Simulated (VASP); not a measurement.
## Sb: relaxation of cell and atoms with revPBE+D3(BJ)

Sb:

```xyz
2
Lattice="2.1542 1.2437 3.7580 -2.1542 1.2437 3.7580 0.0000 -2.4875 3.7580" Properties=species:S:1:pos:R:3 pbc="T T T"
Sb    0.0000    0.0000    8.6416
Sb    0.0000    0.0000    2.6324
```

| Quantity | Value |
| --- | --- |
| Program | VASP 6.6.1 |
| Task | relaxation of cell and atoms |
| Functional | revPBE |
| Dispersion | D3(BJ) |
| Potentials or basis | VASP PAW PBE potentials, release 64 (Sb) |
| Cutoff | 600 eV |
| k mesh | 8 × 8 × 8 |
| Occupations | fermi-dirac, width 0.05 eV |
| Spin | no spin polarisation |
| Dipole correction | no |
| Further INCAR settings | ALGO = Normal; EDIFF = 1e-06; IBRION = 2; EDIFFG = -0.01; NSW = 80; ISIF = 3 |

```yaml
Relaxed_volume: 28.84 Å³/atom
Relaxed_cell: a = 4.381 Å, b = 4.381 Å, c = 4.381 Å, α = 58.69°, β = 58.69°, γ = 58.69°
Space_group_after_relaxing_to_0.1_Å: R-3m (No. 166)
Energy_gained_by_relaxing: 12.7 meV/atom
Ionic_steps: 10
Pressure_after_relaxing: 0.0 GPa
Largest_force_after_relaxing: 0.004 eV/Å
Band_gap_on_the_k_mesh: zero (bands 5 and 6 overlap by 0.29 eV)
Dispersion_energy_per_atom: -0.935 eV
```

Forces on the atoms (eV/Å):
```
Sb   0.000  0.000 -0.004
Sb   0.000  0.000  0.004
```

Step by step:
```tsv
step	energy change (eV)	largest force (eV/Å)	pressure (GPa)	volume (Å³)
1	0.0000	0.2154	-1.20	60.41
2	-0.0119	0.2937	0.39	58.45
3	-0.0121	0.3054	0.65	58.17
4	-0.0212	0.1516	0.43	57.84
5	-0.0249	0.0185	0.22	57.38
6	-0.0250	0.0077	0.23	57.42
7	-0.0252	0.0216	-0.15	57.80
8	-0.0252	0.0178	-0.05	57.70
9	-0.0253	0.0072	-0.02	57.69
10	-0.0254	0.0045	0.01	57.68
```

Final structure:
```yaml
crystal:
  lattice:
    - [2.14702, 1.23958, 3.61236]
    - [-2.14702, 1.23958, 3.61236]
    - [0.00000, -2.47916, 3.61236]
  atoms:
    - { symbol: Sb, position: [0.76205, 0.76205, 0.76205] }
    - { symbol: Sb, position: [0.23795, 0.23795, 0.23795] }
```

Levels at points of the mesh, in eV from the Fermi level:
```tsv
k point	band 2	band 3	band 4	band 5	band 6	band 7	band 8	band 9
(0.00, 0.00, 0.00)	-4.49	-2.02	-1.92	-1.92	2.52	2.93	2.93	4.80
(0.50, 0.00, 0.00)	-9.90	-1.72	-1.52	-0.41	-0.11	0.08	0.25	8.10
(0.50, 0.50, 0.00)	-7.85	-5.84	-3.94	-3.91	1.57	5.25	5.55	7.46
(0.50, 0.50, 0.50)	-9.41	-1.29	-1.29	-0.37	-0.23	-0.23	0.85	7.60
```

It took 3 min on 1 thread of Intel(R) Xeon(R) Platinum 8259CL CPU @ 2.50GHz (Skylake/Cascade Lake), with other jobs on the host, peak memory 0.23 GiB.

Caveat: the PAW data sets were made with another functional, which shifts forces and pressure a little; spin-orbit coupling is left out, which moves the levels of the heavy elements.
